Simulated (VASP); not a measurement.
# ZnS (R3m) in VASP: single point with PBE

Aim: the single point of ZnS with PBE.

All numbers are computed with VASP 6.6.1; they aren't measurements. Logs are shortened: lines on timing, memory, paths and dates and some standing lists are left out, and cuts for length are marked.

### 1 The cell of the first run

It takes space group R3m (No. 160, trigonal). The conventional cell has a = 3.775 Å, b = 3.775 Å, c = 27.826 Å, α = 90.00°, β = 90.00°, γ = 120.00°. Zn (site symmetry 3m) has 4 S at 2.31 to 2.32 Å within 3.1 Å. Zn (site symmetry 3m) has 4 S at 2.31 Å within 3.1 Å. Within 3.1 Å of Zn (site symmetry 3m) lie 4 S at 2.31 to 2.32 Å. Within 3.1 Å of S (site symmetry 3m) lie 4 Zn at 2.31 to 2.32 Å. Within 3.1 Å of S (site symmetry 3m) lie 4 Zn at 2.31 to 2.32 Å. S (site symmetry 3m) has 4 Zn at 2.31 Å within 3.1 Å.

### 2 Single point, PBE (strain -0.9%)

File INCAR:

```
PREC = Accurate
ENCUT = 520
EDIFF = 1E-7
ISMEAR = -1
SIGMA = 0.02
LREAL = F
LASPH = T
NELM = 60
ALGO = Normal
ISIF = 2
LWAVE = F
LCHARG = F
GGA = PE
NBANDS = 36
```

File KPOINTS:

```
Automatic mesh
0
Gamma
  8 8 8
```

File POSCAR:

```
ZnS
1.0
    1.8872848864      1.0896244372      9.2753428367
   -1.8872848864      1.0896244372      9.2753428367
    0.0000000000     -2.1792488744      9.2753428367
Zn S
3 3
Direct
    0.9999875143      0.9999875143      0.9999875143
    0.2222958693      0.2222958693      0.2222958693
    0.4445845403      0.4445845403      0.4445845403
    0.0832499918      0.0832499918      0.0832499918
    0.5278179664      0.5278179664      0.5278179664
    0.3053901181      0.3053901181      0.3053901181
```

Potentials or basis: VASP PAW PBE potentials, release 64 (Zn, S).

Started as:

```sh
$ cat potpaw_PBE.64/Zn/POTCAR potpaw_PBE.64/S/POTCAR > POTCAR
$ mpirun -np 1 vasp_std > vasp.out
```

OUTCAR:

```text
PREC = Accurate
   ENCUT = 520
   EDIFF = 1E-7
   ISMEAR = -1
   LREAL = F
   LASPH = T
   NELM = 60
   ISIF = 2
   GGA = PE

 ion  position               nearest neighbor table
   1  1.000  1.000  1.000-   6 2.31   6 2.31   6 2.31   4 2.32
   2  0.222  0.222  0.222-   6 2.31   5 2.31   5 2.31   5 2.31
   3  0.445  0.445  0.445-   4 2.31   4 2.31   4 2.31   5 2.32
   4  0.083  0.083  0.083-   3 2.31   3 2.31   3 2.31   1 2.32
   5  0.528  0.528  0.528-   2 2.31   2 2.31   2 2.31   3 2.32
   6  0.305  0.305  0.305-   2 2.31   1 2.31   1 2.31   1 2.31

  LATTYP: Found a trigonal (rhomboedric) cell.
 ALAT       =     9.5279121740
 COS(alpha) =     0.9215289563

  Lattice vectors:

 A1 = (   1.8872848864,   1.0896244372,   9.2753428367)
 A2 = (  -1.8872848864,   1.0896244372,   9.2753428367)
 A3 = (   0.0000000000,  -2.1792488744,   9.2753428367)

Analysis of symmetry for initial positions (statically):
=====================================================================
 Subroutine PRICEL returns:
 Original cell was already a primitive cell.

 Routine SETGRP: Setting up the symmetry group for a
 trigonal (rhombohedral) supercell.

 Subroutine GETGRP returns: Found  6 space group operations
 (whereof  6 operations were pure point group operations)
 out of a pool of 12 trial point group operations.

The static configuration has the point symmetry C_3v.

Analysis of symmetry for dynamics (positions and initial velocities):
=====================================================================
 Subroutine PRICEL returns:
 Original cell was already a primitive cell.

 Routine SETGRP: Setting up the symmetry group for a
 trigonal (rhombohedral) supercell.

 Subroutine GETGRP returns: Found  6 space group operations
 (whereof  6 operations were pure point group operations)
 out of a pool of 12 trial point group operations.

The dynamic configuration has the point symmetry C_3v.

 Subroutine INISYM returns: Found  6 space group operations
 (whereof  6 operations are pure point group operations),
 and found     1 'primitive' translations

----------------------------------------------------------------------------------------

                                     Primitive cell

  volume of cell :     114.4447

  direct lattice vectors                    reciprocal lattice vectors
     1.887284886  1.089624437  9.275342837     0.264930856  0.152957901  0.035937575
    -1.887284886  1.089624437  9.275342837    -0.264930856  0.152957901  0.035937575
     0.000000000 -2.179248874  9.275342837     0.000000000 -0.305915802  0.035937575

  length of vectors
     9.527912174  9.527912174  9.527912174     0.308019459  0.308019459  0.308019459

  position of ions in fractional coordinates (direct lattice)
     0.999987514  0.999987514  0.999987514
     0.222295869  0.222295869  0.222295869
     0.444584540  0.444584540  0.444584540
     0.083249992  0.083249992  0.083249992
     0.527817966  0.527817966  0.527817966
     0.305390118  0.305390118  0.305390118

  ion indices of the primitive-cell ions
   primitive index   ion index
                 1           1
                 2           2
                 3           3
                 4           4
                 5           5
                 6           6

----------------------------------------------------------------------------------------

 KPOINTS: Automatic mesh

Automatic generation of k-mesh.
 Grid dimensions read from file:
 generate k-points for:    8    8    8

 Generating k-lattice:

  Cartesian coordinates                     Fractional coordinates (reciprocal lattice)
     0.033116357  0.019119738  0.004492197     0.125000000  0.000000000 -0.000000000
    -0.033116357  0.019119738  0.004492197     0.000000000  0.125000000 -0.000000000
     0.000000000 -0.038239475  0.004492197    -0.000000000 -0.000000000  0.125000000

  Length of vectors
     0.038502432  0.038502432  0.038502432

  Shift w.r.t. Gamma in fractional coordinates (k-lattice)
     0.000000000  0.000000000  0.000000000

 Subroutine IBZKPT returns following result:
 ===========================================

 Found     65 irreducible k-points:

 Following reciprocal coordinates:
            Coordinates               Weight
  0.000000  0.000000  0.000000      1.000000
  0.125000  0.000000  0.000000      6.000000
  0.250000  0.000000  0.000000      6.000000
  0.375000  0.000000  0.000000      6.000000
  0.500000  0.000000  0.000000      3.000000
  0.125000  0.125000  0.000000      6.000000
[... 16 lines left out ...]
  0.250000  0.125000  0.125000      6.000000
  0.375000  0.125000  0.125000      6.000000
 [... further k-points ...]
   k-points           NKPTS =     65   k-points in BZ     NKDIM =     65   number of bands    NBANDS=     36
   number of dos      NEDOS =    301   number of ions     NIONS =      6
   total plane-waves  NPLWV = 373248
   dimension x,y,z NGX =    72 NGY =   72 NGZ =   72
   dimension x,y,z NGXF=   144 NGYF=  144 NGZF=  144
   ions per type =               3   3
   NGX,Y,Z   is equivalent  to a cutoff of  12.56, 12.56, 12.56 a.u.
   NGXF,Y,Z  is equivalent  to a cutoff of  25.13, 25.13, 25.13 a.u.
 SYSTEM =  unknown system
   PREC   = accura    normal or accurate (medium, high low for compatibility)
   ISTART =      0    job   : 0-new  1-cont  2-samecut
   ICHARG =      2    charge: 1-file 2-atom 10-const
   ISPIN  =      1    spin polarized calculation?
   LNONCOLLINEAR =      F non collinear calculations
   LSORBIT =      F    spin-orbit coupling
   LASPH  =      T    aspherical Exc in radial PAW
   ENCUT  =  520.0 eV  38.22 Ry    6.18 a.u.  17.72 17.72 17.72*2*pi/ulx,y,z
   NELM   =     60;   NELMIN=  2; NELMDL= -5     # of ELM steps
   EDIFF  = 0.1E-06   stopping-criterion for ELM
   LREAL  =      F    real-space projection
   EDIFFG = 0.1E-05   stopping-criterion for IOM
   NSW    =      0    number of steps for IOM
   IBRION =     -1    ionic relax: 0-MD 1-quasi-New 2-CG
   NFREE  =      0    steps in history (QN), initial steepest desc. (CG)
   ISIF   =      2    stress and relaxation
   ISYM   =      2    0-nonsym 1-usesym 2-fastsym
   POTIM  = 0.5000    time-step for ionic-motion
   TEBEG  =    0.0;   TEEND  =   0.0 temperature during run
   PSTRESS=    0.0 pullay stress
   NELECT =      54.0000    total number of electrons
   NUPDOWN=      -1.0000    fix difference up-down
   EMIN   =  10.00;   EMAX   =-10.00  energy-range for DOS
   EFERMI =   0.00;   METHOD = LEGACY
   ISMEAR =    -1;   SIGMA  =   0.02  broadening in eV -4-tet -1-fermi 0-gaus
   EFERMI_NEDOS =   21; number of points for ismear=-14 and -15
   IALGO  =     38    algorithm
   IMIX   =      4    mixing-type and parameters
     AMIX     =   0.40;   BMIX     =  1.00
     AMIX_MAG =   1.60;   BMIX_MAG =  1.00
  volume/ion in A,a.u.               =      19.07       128.72
  Fermi-wavevector in a.u.,A,eV,Ry     =   1.274503  2.408462 22.100736  1.624358
  Thomas-Fermi vector in A             =   2.407267
   LORBIT       =      0    0 simple, 1 ext, 2 COOP (PROOUT), +10 PAW based schemes
   GGA     = PE    functional components
   LHFCALC =     F    Hartree Fock is set to
   AEXX    =    0.0000 exact exchange contribution
   IVDW    =     0    specifies the selected vdW correction
   LEPSILON=     F    determine dielectric tensor
   LRPA    =     F    only Hartree local field effects (RPA)
 non-spin polarized calculation
  energy-cutoff  :      520.00
  volume of cell :      114.44
 maximum number of plane-waves:      3100
   NGX = 35   NGY = 35   NGZ = 35

 number of electron      53.9999975 magnetization

 Free energy of the ion-electron system (eV)
  ---------------------------------------------------
  ext. energy  EPLUGINS =         0.00000000
  ---------------------------------------------------
  free energy    TOTEN  =       -20.45204841 eV

  energy without entropy =      -20.45204841  energy(sigma->0) =      -20.45204841

 E-fermi :   2.8304     XC(G=0):  -9.7854

 val. band max:        2.4406526199   @ k =   0.0000   0.0000   0.0000
 cond. band min:       4.7524222916   @ k =   0.0000   0.0000   0.0000
 fundamental gap:      2.3117696717
 Fermi energy:         2.8303939090

 k-point     1 :       0.0000    0.0000    0.0000
  band No.  band energies     occupation
      1     -10.9593      2.00000
      2     -10.2568      2.00000
      3     -10.2468      2.00000
      4      -4.0445      2.00000
      5      -4.0340      2.00000
      6      -4.0340      2.00000
[... 28 lines left out ...]
     35       9.3510      0.00000
     36       9.7804      0.00000

 k-point     2 :       0.1250    0.0000    0.0000
  band No.  band energies     occupation
      1     -10.8472      2.00000
      2     -10.2119      2.00000
      3     -10.1355      2.00000
      4      -4.0458      2.00000
      5      -4.0234      2.00000
      6      -4.0119      2.00000
[... 28 lines left out ...]
     35       9.3411      0.00000
     36       9.8247      0.00000

 k-point     3 :       0.2500    0.0000    0.0000
  band No.  band energies     occupation
      1     -10.5467      2.00000
      2     -10.0375      2.00000
      3      -9.9217      2.00000
      4      -4.0674      2.00000
      5      -4.0231      2.00000
      6      -3.9722      2.00000
[... 28 lines left out ...]
     35       9.8941      0.00000
     36      10.3519      0.00000
[... 742 lines left out ...]
 k-point    23 :       0.2500    0.1250    0.1250
  band No.  band energies     occupation
      1     -10.8246      2.00000
      2     -10.3340      2.00000
      3     -10.0341      2.00000
      4      -4.0500      2.00000
      5      -4.0335      2.00000
      6      -4.0099      2.00000
[... 28 lines left out ...]
     35       9.3975      0.00000
     36       9.8544      0.00000

 k-point    24 :       0.3750    0.1250    0.1250
  band No.  band energies     occupation
      1     -10.5202      2.00000
      2     -10.1402      2.00000
      3      -9.8448      2.00000
      4      -4.0788      2.00000
      5      -4.0400      2.00000
      6      -3.9671      2.00000
[... 28 lines left out ...]
     35       9.9506      0.00000
     36      10.3404      0.00000

 [... further k-points ...]
[... 5 lines left out ...]
  --------------------------------------------------------------------------------------
  -------------------------------------------------------------------------------------
  Total        3.2534367      3.2534367      3.3172134      0.0000000      0.0000000      0.0000000
  in kB       45.5467539     45.5467539     46.4396009      0.0000000      0.0000000      0.0000000
  external PRESSURE =      45.8443696 kB  Pullay stress =       0.0000000 kB

 VOLUME and BASIS-vectors are now :
 -----------------------------------------------------------------------------
  energy-cutoff  :      520.00
  volume of cell :      114.44
      direct lattice vectors                 reciprocal lattice vectors
     1.887284886  1.089624437  9.275342837     0.264930856  0.152957901  0.035937575
    -1.887284886  1.089624437  9.275342837    -0.264930856  0.152957901  0.035937575
     0.000000000 -2.179248874  9.275342837     0.000000000 -0.305915802  0.035937575

 POSITION                                       TOTAL-FORCE (eV/Angst)
 -----------------------------------------------------------------------------------
      0.00000      0.00000     27.82568         0.000000     -0.000000     -0.000464
      0.00000      0.00000      6.18561         0.000000     -0.000000      0.001403
      0.00000      0.00000     12.37102         0.000000     -0.000000     -0.000287
      0.00000      0.00000      2.31652         0.000000      0.000000     -0.000507
      0.00000      0.00000     14.68708         0.000000     -0.000000      0.000992
      0.00000      0.00000      8.49779         0.000000     -0.000000     -0.001137
 -----------------------------------------------------------------------------------
    total drift:                                0.000000     -0.000000      0.000504

  FREE ENERGIE OF THE ION-ELECTRON SYSTEM (eV)
  ---------------------------------------------------
  free  energy   TOTEN  =       -20.4520484103 eV

  energy  without entropy=      -20.4520484103  energy(sigma->0) =      -20.45204841
```

Run time: 16 min. Hardware: 1 thread of AMD EPYC 9R45 (Zen 5), shared host; peak memory 0.77 GiB.

Results:

| Property | Result |
| --- | --- |
| Free energy | -20.4520 eV |
| Pressure | 4.6 GPa |
| Band gap on the k mesh | 2.31 eV |

Levels at points of the mesh, in eV from the valence-band top:
```tsv
k point	band 25	band 26	band 27	band 28	band 29	band 30
(0.00, 0.00, 0.00)	-0.06	0.00	0.00	2.31	3.38	3.54
(0.50, 0.00, 0.00)	-2.02	-1.36	-0.92	3.33	3.90	4.07
(0.50, 0.50, 0.00)	-1.33	-1.33	-1.32	3.34	3.62	4.31
(0.50, 0.50, 0.50)	-0.26	-0.25	-0.25	3.22	3.40	3.55
```

Caveat: the cell differs from its parent crystal (strain -0.9%); the cell stands under pressure. A k mesh can miss the band edges.
